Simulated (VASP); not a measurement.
# CdS (P6_3/mmc) in VASP: notebook, part 2 of 2

VASP 6.6.1.

**3. Vibrations by perturbation theory, PBEsol**

This run uses another cell than the first one, of 23.50 Å³/atom.

Contents of INCAR:

```
  PREC = Accurate
  ENCUT = 520
  EDIFF = 1E-8
  ISMEAR = 0
  SIGMA = 0.01
  LREAL = False
  LASPH = True
  NELM = 80
  ALGO = Normal
  ISIF = 2
  LWAVE = False
  LCHARG = False
  GGA = PS
  NBANDS = 26
  IBRION = 8
  NSW = 1
  LEPSILON = True
```

Contents of KPOINTS:

```
regular mesh
0
Gamma
  6 6 4
```

Contents of POSCAR:

```
CdS
1.0
    4.3733579087      0.0000000000      0.0000000000
   -2.1866789543      3.7874390488      0.0000000000
    0.0000000000      0.0000000000      5.6739198873
Cd S
2 2
Direct
    0.3333333333      0.6666666667      0.2500000000
    0.6666666667      0.3333333333      0.7500000000
    0.6666666667      0.3333333333      0.2500000000
    0.3333333333      0.6666666667      0.7500000000
```

Potentials or basis: VASP PAW PBE potentials, release 64 (Cd, S).

Run with:

```
cat potpaw_PBE.64/Cd/POTCAR potpaw_PBE.64/S/POTCAR > POTCAR
mpirun -np 1 vasp_std > vasp.out
```

OUTCAR:

```text
PREC = Accurate
   ENCUT = 520
   EDIFF = 1E-8
   ISMEAR = 0
   LREAL = False
   LASPH = True
   NELM = 80
   ISIF = 2
   GGA = PS
   IBRION = 8
   NSW = 1
   LEPSILON = True

 ion  position               nearest neighbor table
   1  0.333  0.667  0.250-   3 2.52   3 2.52   3 2.52   4 2.84   4 2.84
   2  0.667  0.333  0.750-   4 2.52   4 2.52   4 2.52   3 2.84   3 2.84
   3  0.667  0.333  0.250-   1 2.52   1 2.52   1 2.52   2 2.84   2 2.84
   4  0.333  0.667  0.750-   2 2.52   2 2.52   2 2.52   1 2.84   1 2.84

  LATTYP: Found a hexagonal cell.
 ALAT       =     4.3733579087
 C/A-ratio  =     1.2973829277

  Lattice vectors:

 A1 = (   4.3733579087,   0.0000000000,   0.0000000000)
 A2 = (  -2.1866789543,   3.7874390488,   0.0000000000)
 A3 = (   0.0000000000,   0.0000000000,   5.6739198873)

Analysis of symmetry for initial positions (statically):
[... 938 lines left out ...]
  4X     0.077031    0.000000    0.000000    5.929895    0.000000    0.000000    0.529572    0.000000    0.000000   -6.536497   -0.000000    0.000000
  4Y     0.000000    0.077031    0.000000    0.000000    5.929895    0.000000    0.000000    0.529572    0.000000   -0.000000   -6.536497    0.000000
  4Z     0.000000   -0.000000    0.521923    0.000000    0.000000   -0.994789   -0.000000    0.000000    2.666237    0.000000    0.000000   -2.193371

 Eigenvectors and eigenvalues of the dynamical matrix
 ----------------------------------------------------

   1 f  =    8.065606 THz    50.677700 2PiTHz  269.039671 cm-1    33.356653 meV
             X         Y         Z           dx          dy          dz
     -0.000000  2.524959  1.418480     0.159749    0.254862    0.000000
      2.186679  1.262480  4.255440    -0.159749   -0.254862    0.000000
      2.186679  1.262480  1.418480    -0.339872   -0.542230    0.000000
     -0.000000  2.524959  4.255440     0.339872    0.542230    0.000000
[... 71 lines left out ...]
  12 f/i=    2.177157 THz    13.679479 2PiTHz   72.622132 cm-1     9.003993 meV
             X         Y         Z           dx          dy          dz
     -0.000000  2.524959  1.418480     0.000000    0.000000    0.346080
      2.186679  1.262480  4.255440     0.000000    0.000000    0.346080
      2.186679  1.262480  1.418480     0.000000    0.000000   -0.616627
     -0.000000  2.524959  4.255440     0.000000    0.000000   -0.616627

--------------------------------------------------------------------------------------------------------

 MACROSCOPIC STATIC DIELECTRIC TENSOR IONIC CONTRIBUTION
 ------------------------------------------------------
           3.436277     0.000000    -0.000000
           0.000000     3.436277     0.000000
          -0.000000     0.000000     0.000000
 ------------------------------------------------------

 ELASTIC MODULI CONTR FROM IONIC RELAXATION (kBar)
 Direction    XX          YY          ZZ          XY          YZ          ZX
 --------------------------------------------------------------------------------
 XX        -299.9354    299.9354      0.0000     -0.0000      0.0000     -0.0000
 YY         299.9354   -299.9354     -0.0000     -0.0000      0.0000      0.0000
 ZZ           0.0000     -0.0000     -0.0000     -0.0000      0.0000      0.0000
 XY          -0.0000     -0.0000     -0.0000   -299.9354      0.0000     -0.0000
 YZ           0.0000      0.0000      0.0000      0.0000      0.0000      0.0000
 ZX          -0.0000      0.0000      0.0000     -0.0000      0.0000     -0.0000
 --------------------------------------------------------------------------------

 PIEZOELECTRIC TENSOR IONIC CONTR  for field in x, y, z        (C/m^2)
          XX          YY          ZZ          XY          YZ          ZX
  --------------------------------------------------------------------------------
  x    -0.00000     0.00000     0.00000     0.00000     0.00000     0.00000
  y     0.00000    -0.00000     0.00000    -0.00000     0.00000    -0.00000
  z    -0.00000     0.00000     0.00000     0.00000     0.00000    -0.00000
```

stdout:

```text
POSCAR found type information on POSCAR CdS
 POSCAR found :  2 types and       4 ions
 scaLAPACK will be used
 -----------------------------------------------------------------------------
|                                                                             |
|                                                                             |
[... 47 lines left out ...]
 first order change of Fermi-energy  -0.84560E-04
 force on displaced ion       3 direction 1 :  -6.536  -0.003   0.000
 Born effective charge ion    3 direction 1 :  -2.342   0.000   0.000
 Linear response progress:
 first order change of Fermi-energy  -0.33887E-03
 force on displaced ion       3 direction 3 :   0.000   0.000  -2.193
 Born effective charge ion    3 direction 3 :   0.000   0.000  -2.790
 Born effective charges drift removed
 Linear response finished
```

Wall time 8.3 min (1 thread of Intel Xeon 6975P-C (Granite Rapids), shared host); peak memory 0.54 GiB.

What came out:

- Electronic dielectric tensor (diagonal): 7.46, 7.46, 7.56
- Born charges (mean of the diagonal): Cd +2.47; S -2.47 e
- Highest phonon frequency at Γ, LO-TO splitting left out: 269 cm⁻¹
- Most unstable mode: 73i cm⁻¹

Phonon frequencies in cm⁻¹ (negative: imaginary):
| q point | frequencies |
| --- | --- |
| (0.000, 0.000, 0.000) | -73 0 0 2 52 59 59 206 256 256 269 269 |

Electronic dielectric tensor:
```
7.46 0.00 0.00
0.00 7.46 0.00
0.00 0.00 7.56
```

Born effective charge tensors (e):
atom 1, Cd
```
2.32 0.00 0.00
0.00 2.32 0.00
0.00 0.00 2.79
```
atom 2, Cd
```
2.32 0.00 0.00
0.00 2.32 0.00
0.00 0.00 2.79
```
atom 3, S
```
-2.32  0.00  0.00
 0.00 -2.32  0.00
 0.00  0.00 -2.79
```
atom 4, S
```
-2.32  0.00  0.00
 0.00 -2.32  0.00
 0.00  0.00 -2.79
```

Caveat: some modes are imaginary; the PAW data sets were made with another functional, which shifts forces and pressure a little.
